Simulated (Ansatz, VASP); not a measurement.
# Two plane-wave programs on SiC

```xyz
2
Lattice="0.0000 1.9858 1.9858 1.9858 0.0000 1.9858 1.9858 1.9858 0.0000" Properties=species:S:1:pos:R:3 pbc="T T T"
Si    0.0000    0.0000    0.0000
C     1.9858    1.9858    1.9858
```

Alike in both runs: task single point; functional PBEsol; k mesh 16 × 16 × 16; occupations gaussian, width 0.05 eV; no spin polarisation.

|  | VASP | Ansatz |
| --- | --- | --- |
| version | VASP 6.6.1 | Ansatz 0.2.0 |
| potentials or method | VASP PAW PBE potentials, release 64 (Si, C), cutoff 600 eV | scalar-relativistic, plane waves, PAW |
| valence electrons in the cell | 8 | 8 |

Ansatz gave:

- gap on the k mesh at the Fermi level (eV): none
- pressure (GPa): 13.4

**Question.** Which values does VASP return?

**Answer.** gap on the k mesh at the Fermi level (eV): none; pressure (GPa): 13.8.

VASP's potentials were made for PBE, not for PBEsol. A gap of «none» marks a metal or a gap that the smearing closes.
